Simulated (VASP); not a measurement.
Zr2H3:

```
CELL_PARAMETERS angstrom
3.19710 0.00077 -0.06013
-1.59788 2.80283 0.03480
-0.21122 0.01920 11.08522
ATOMIC_POSITIONS crystal
Zr 0.31312 0.65572 0.12051
Zr 0.34012 0.69490 0.61422
Zr 0.67194 0.33187 0.38614
Zr 0.68458 0.34755 0.87821
H 0.00496 0.99090 0.99016
H 0.98966 0.00873 0.49946
H 0.31312 0.65827 0.30816
H 0.34926 0.66271 0.80509
H 0.66410 0.33381 0.20125
H 0.66913 0.31554 0.69681
```

| Property | Result |
| --- | --- |
| Program | VASP 6.6.1 |
| Task | relaxation of cell and atoms |
| Functional | PBE |
| Potentials or basis | VASP PAW PBE potentials, release 64 (Zr_sv, H) |
| Cutoff | 600 eV |
| k mesh | 6 × 6 × 2 |
| Occupations | gaussian, width 0.2 eV |
| Spin | no spin polarisation |

At the start: pressure 7.6 GPa; volume 9.93 Å³/atom.

Problem. Where does the relaxation end?

Solution. Over 16 steps the energy falls by 27.2 meV/atom and the volume is 10.46 Å³/atom (+5.3 %); space group P1 (No. 1, to 0.1 Å) before, C2/m (No. 12, to 0.1 Å).

Step by step:
```csv
step,energy change (eV),largest force (eV/Å),pressure (GPa),volume (Å³)
1,0.0000,1.0211,7.60,99.31
2,-0.2189,0.3054,-1.91,106.23
3,-0.2200,0.3272,-1.33,105.73
4,-0.2472,0.1708,-0.46,104.95
5,-0.2551,0.1242,0.38,104.26
6,-0.2602,0.0971,0.03,104.53
7,-0.2624,0.1070,-0.37,104.86
8,-0.2658,0.0787,0.06,104.51
9,-0.2664,0.0598,0.35,104.29
10,-0.2683,0.0621,-0.05,104.63
11,-0.2685,0.0690,-0.22,104.78
12,-0.2701,0.0435,-0.01,104.63
13,-0.2706,0.0611,0.16,104.51
14,-0.2717,0.0277,-0.06,104.72
15,-0.2718,0.0293,-0.13,104.78
16,-0.2722,0.0180,0.13,104.58
```

Final structure:
```
CELL_PARAMETERS angstrom
3.23560 0.04872 -0.07562
-1.57521 2.82498 0.07369
-0.26365 0.14202 11.35441
ATOMIC_POSITIONS crystal
Zr 0.31487 0.67897 0.11920
Zr 0.32295 0.67955 0.61928
Zr 0.67425 0.32109 0.38141
Zr 0.68330 0.31977 0.88148
H 0.01050 0.99933 0.99634
H 0.99758 0.00179 0.50092
H 0.32846 0.66469 0.30471
H 0.33972 0.66486 0.80549
H 0.65940 0.33421 0.19537
H 0.66897 0.33575 0.69578
```

Caveat: the k points lie up to 0.37 Å⁻¹ apart in the final cell, too coarse for converged energies and pressures of a metal.
